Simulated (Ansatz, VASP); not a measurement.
# Two plane-wave programs on C

```
C
1.0
     1.76587    1.76587    0.00000
    -1.76587    1.76587    0.00000
     0.00000    1.76587    1.76587
C
2
Direct
  0.50000 0.50000 0.00000
  0.75000 0.25000 0.50000
```

Alike in both runs: functional LDA; k mesh 16 × 16 × 16; occupations fermi-dirac, width 0.1 eV; no spin polarisation.

Ansatz relaxed the structure, and its values are those at the end. VASP's run is a single point on that final structure, the one shown.

```csv
,VASP,Ansatz
version,VASP 6.6.1,Ansatz 0.2.0
potentials or method,"VASP PAW LDA potentials, release 64 (C_h)","PAW with Ansatz's default frozen-core files, scalar-relativistic"
plane-wave cutoff (eV),1300,420
valence electrons in the cell,8,8
```

|  | VASP | Ansatz | Ansatz less VASP |
| --- | --- | --- | --- |
| pressure (GPa) | 0.9 | 0.0 | -0.92 |

LDA's correlation is that of Perdew and Zunger in VASP and of Perdew and Wang (1992) in Ansatz.
